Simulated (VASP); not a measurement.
Write the native input for VASP 6.6.1 that does the following.

```
Task                   : single point
Functional             : PBE
Potentials or basis    : VASP PAW PBE potentials, release 64 (Pb_d, Se)
Cutoff                 : 520 eV
k mesh                 : 6 × 6 × 4
Occupations            : fermi-dirac, width 0.02 eV
Spin                   : no spin polarisation
Dipole correction      : no
Further INCAR settings : ALGO = Normal; EDIFF = 1e-06; NBANDS = 28
```

The structure of PbSe lies in POSCAR:

```
PbSe
1.0
    5.1741443450      0.0000000000      0.0000000000
   -2.5870721725      4.4809404456      0.0000000000
    0.0000000000      0.0000000000      6.3079965879
Pb Se
2 2
Direct
    0.3333333333      0.6666666667     -0.0759508220
    0.6666666667      0.3333333333      0.4240491780
    0.3333333333      0.6666666667      0.4509508220
    0.6666666667      0.3333333333      0.9509508220
```

This cell differs from its parent crystal: uniaxial z strain +1.5%.

One way to write it, as run:

INCAR

```
  PREC = Accurate
  ENCUT = 520
  EDIFF = 1E-6
  ISMEAR = -1
  SIGMA = 0.02
  LREAL = False
  LASPH = True
  NELM = 80
  ALGO = Normal
  ISIF = 2
  LWAVE = False
  LCHARG = True
  GGA = PE
  LELF = True
  LVHAR = True
  NBANDS = 28
```

KPOINTS

```
Automatic mesh
0
Gamma
  6 6 4
```

Potentials or basis: VASP PAW PBE potentials, release 64 (Pb_d, Se).

Launch:

```console
$ cat potpaw_PBE.64/Pb_d/POTCAR potpaw_PBE.64/Se/POTCAR > POTCAR
$ mpirun -np 1 vasp_std > vasp.out
```

Results of the run:

```
Pressure               : 0.5 GPa
Largest force          : 0.034 eV/Å
Band gap on the k mesh : 1.28 eV
```

Caveat: the cell differs from its parent crystal (uniaxial z strain +1.5%); spin-orbit coupling is left out, which moves the levels of the heavy elements.

Wall time 3.2 min on 1 thread of Intel Xeon 8259CL, with other jobs on the host, peak memory 0.3 GiB.
